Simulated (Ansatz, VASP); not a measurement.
## Two plane-wave programs on CdS

```
Cd S
1.0
    -1.86209    1.86209    3.23395
     1.86209   -1.86209    3.23395
     1.86209    1.86209   -3.23395
Cd S
1 1
Direct
  0.01505 0.01505 0.00000
  0.41295 0.41295 0.00000
```

Change from the starting cell: species swapped into the SnP type (I4mm, No. 107).

Alike in both runs: functional PBE; k mesh 5 × 5 × 5; occupations gaussian, width 0.15 eV; no spin polarisation.

Ansatz relaxed the structure, and its values are those at the end. VASP's run is a single point on that final structure, the one shown.

|  | VASP | Ansatz |
| --- | --- | --- |
| version | VASP 6.6.1 | Ansatz 0.2.0 |
| potentials or method | VASP PAW PBE potentials, release 64 (Cd, S), cutoff 500 eV | scalar-relativistic, plane waves, PAW |
| valence electrons in the cell | 18 | 26 |

VASP gave:

```
gap on the k mesh at the Fermi level (eV) : 0.49
least direct gap on the mesh (eV)         : 0.94
pressure (GPa)                            : 0.3
rms of the force components (eV/Å)        : 0.012
```

Q: What did Ansatz give for the same quantities?

A: gap on the k mesh at the Fermi level (eV): 0.50; least direct gap on the mesh (eV): 0.95; pressure (GPa): 0.0; rms of the force components (eV/Å): 0.016.

The functional is the same, so the differences come from potentials, cutoffs and numerics. VASP's potentials hold 18 valence electrons a cell and Ansatz's 26, so a difference there can come from the potentials and not from the codes.

The k mesh is coarse, so the values compare programs but aren't converged.
